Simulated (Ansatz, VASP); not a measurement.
## One calculation of Rb, two programs

Contents of POSCAR:

```
Rb
1.0
    4.5593672664      0.0000000000      0.0000000000
    0.0000000000      4.5593672664      0.0000000000
    0.0000000000      0.0000000000      4.5593672664
Rb
1
Direct
    0.0000000000      0.0000000000      0.0000000000
```

The input INCAR.step1:

```
SYSTEM = Rb
PREC = Accurate
ENCUT = 550
ISMEAR = -1
SIGMA = 0.1
LREAL = .False.
LASPH = .True.
NELM = 120
NBANDS = 10
GGA = PE
ALGO = Normal
EDIFF = 1E-5
LWAVE = .True.
LCHARG = .False.
GGA_COMPAT = .False.
```

The input INCAR.step2:

```
SYSTEM = Rb
PREC = Accurate
ENCUT = 550
EDIFF = 1E-6
ISMEAR = -1
SIGMA = 0.1
LREAL = .False.
LASPH = .True.
NELM = 120
ALGO = Normal
ISIF = 2
LWAVE = .False.
LCHARG = .True.
METAGGA = R2SCAN
LMIXTAU = .True.
LELF = .True.
LVHAR = .True.
NBANDS = 10
ISTART = 1
GGA_COMPAT = .False.
```

KPOINTS

```
regular mesh
0
Gamma
  8 8 8
  0 0 0
```

Input for Ansatz:

```yaml
crystal:
  lattice:
    - [4.5593672664, 0.0, 0.0]
    - [0.0, 4.5593672664, 0.0]
    - [0.0, 0.0, 4.5593672664]
  atoms:
    - { symbol: Rb, position: [0.0, 0.0, 0.0] }
hamiltonian:
  xc: r2scan
  pseudopotentials:
    kind: paw
    azcp:
      Rb: "pseudopotentials/Rb.paw.azcp"
basis:
  ecutwfc: 500
  fft_grid_basis: typed
kpoints:
  mp_grid: { grid: [8, 8, 8], shift: [0, 0, 0] }
magnetization:
  spin_polarized: false
scf:
  occupations: { method: fermi_dirac, width: 0.1 }
  lower_state_search: "off"
output:
  stress: true
  write_density: true
  write_potential: true
  elf: true
  volumetric_format: npy
```

Alike in both runs: task single point; functional r2SCAN; k mesh 8 × 8 × 8; occupations fermi-dirac, width 0.1 eV; no spin polarisation.

|  | VASP | Ansatz |
| --- | --- | --- |
| version | VASP 6.6.1 | Ansatz 0.2.0 |
| potentials or method | VASP PAW PBE potentials, release 64 (Rb_sv), cutoff 550 eV | plane waves (500 eV) with PAW, scalar-relativistic |
| valence electrons in the cell | 9 | 9 |

|  | VASP | Ansatz | Ansatz less VASP |
| --- | --- | --- | --- |
| pressure (GPa) | 0.1 | 0.1 | 0.00 |

VASP's potentials were made for PBE, not for r2SCAN. With one functional, cell and mesh, what is left measures potentials, basis and numerics.
